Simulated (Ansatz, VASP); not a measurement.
# One calculation of AlN, two programs

```
Al N
1.0
    -3.11356    0.00000    0.00000
    -1.55678   -2.69642    0.00000
    -0.12973   -0.22470   10.66670
Al N
4 4
Direct
  0.33333 0.26290 0.84515
  0.33333 0.30184 0.37796
  0.66667 0.65464 0.14437
  0.66667 0.61570 0.61155
  0.33333 0.32590 0.08923
  0.33333 0.28697 0.55642
  0.66667 0.63976 0.32282
  0.66667 0.60083 0.79001
```

Alike in both runs: task single point; functional PBEsol; k mesh 8 × 8 × 3; occupations gaussian, width 0.05 eV; no spin polarisation.

```csv
,VASP,Ansatz
version,VASP 6.6.1,Ansatz 0.2.0
potentials or method,"VASP PAW PBE potentials, release 64 (Al, N), cutoff 520 eV","scalar-relativistic, plane waves, PAW"
valence electrons in the cell,32,32
```

```tsv
	VASP	Ansatz	Ansatz less VASP
gap on the k mesh at the Fermi level (eV)	1.99	1.97	-0.017
least direct gap on the mesh (eV)	1.99	1.97	-0.017
pressure (GPa)	-4.6	-4.6	0.00
traceless stress, the component that is largest in VASP (GPa)	-6.80	-6.69	+0.103
rms of the force components (eV/Å)	0.640	0.642	+0.0017
```

VASP's potentials were made for PBE, not for PBEsol, and Ansatz warns of the same on its side. Atom by atom the forces differ by 0.004 eV/Å (rms over components).
